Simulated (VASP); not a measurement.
KTaO3: single point with PBE

KTaO3:

```
CELL_PARAMETERS angstrom
3.98830 0.00000 0.00000
0.00000 3.98830 0.00000
0.00000 0.00000 3.98830
ATOMIC_POSITIONS crystal
K 0.50000 0.50000 0.50000
Ta 0.00000 0.00000 0.00000
O 0.50000 0.00000 0.00000
O 0.00000 0.50000 0.00000
O 0.00000 0.00000 0.50000
```

```
Program             : VASP 6.6.1
Task                : single point
Functional          : PBE
Potentials or basis : VASP PAW PBE potentials, release 64 (K_sv, Ta_pv, O)
Cutoff              : 600 eV
k mesh              : 4 × 4 × 4, shifted
Occupations         : gaussian, width 0.01 eV
Spin                : no spin polarisation
```

```
Pressure               : 5.9 GPa
Band gap on the k mesh : 3.14 eV (least direct gap 3.89 eV)
```

Levels at points of the mesh, in eV from the valence-band top:
```tsv
k point	band 15	band 16	band 17	band 18	band 19	band 20	band 21	band 22	band 23	band 24
(0.12, 0.12, 0.12)	-1.65	-1.41	-0.76	-0.76	-0.75	3.14	3.26	3.26	7.66	7.91
```

It took 11 s on 1 thread of Intel(R) Xeon(R) Platinum 8259CL CPU @ 2.50GHz (Skylake/Cascade Lake), with other jobs on the host, peak memory 0.18 GiB.

Caveat: the cell stands under pressure; spin-orbit coupling is left out, which moves the levels of the heavy elements; a shifted mesh leaves out Γ, where band edges can lie. A k mesh can miss the band edges.
